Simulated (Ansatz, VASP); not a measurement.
## One calculation of WSe2, two programs

```
W Se
1.0
    -3.32069    0.00000    0.00000
    -1.66035   -2.87581    0.00000
    -0.33207    0.00000   15.25733
W Se
2 4
Direct
  0.32783 0.33333 0.05500
  0.61117 0.66667 0.55500
  0.28883 0.33333 0.44502
  0.57216 0.66667 0.94502
  0.26684 0.33333 0.66498
  0.65017 0.66667 0.16498
```

Alike in both runs: task single point; functional PBE; k mesh 9 × 9 × 2; occupations gaussian, width 0.05 eV; no spin polarisation.

|  | VASP | Ansatz |
| --- | --- | --- |
| version | VASP 6.6.1 | Ansatz 0.2.0 |
| potentials or method | VASP PAW PBE potentials, release 64 (W_sv, Se), cutoff 520 eV | scalar-relativistic, plane waves, PAW |
| valence electrons in the cell | 52 | 92 |

VASP gave:

| Property | Result |
| --- | --- |
| gap on the k mesh at the Fermi level (eV) | 1.39 |
| least direct gap on the mesh (eV) | 1.46 |
| pressure (GPa) | 1.4 |
| traceless stress, the component that is largest in VASP (GPa) | 4.96 |
| rms of the force components (eV/Å) | 1.034 |

Task: Estimate Ansatz's values.

Result: gap on the k mesh at the Fermi level (eV): 1.39; least direct gap on the mesh (eV): 1.47; pressure (GPa): 1.2; traceless stress, the component that is largest in VASP (GPa): 4.94; rms of the force components (eV/Å): 1.027.

Atom by atom the forces differ by 0.022 eV/Å (rms over components). With one functional, cell and mesh, what is left measures potentials, basis and numerics. VASP's potentials hold 52 valence electrons a cell and Ansatz's 92, so a difference there can come from the potentials and not from the codes.

Spin-orbit coupling is off throughout.
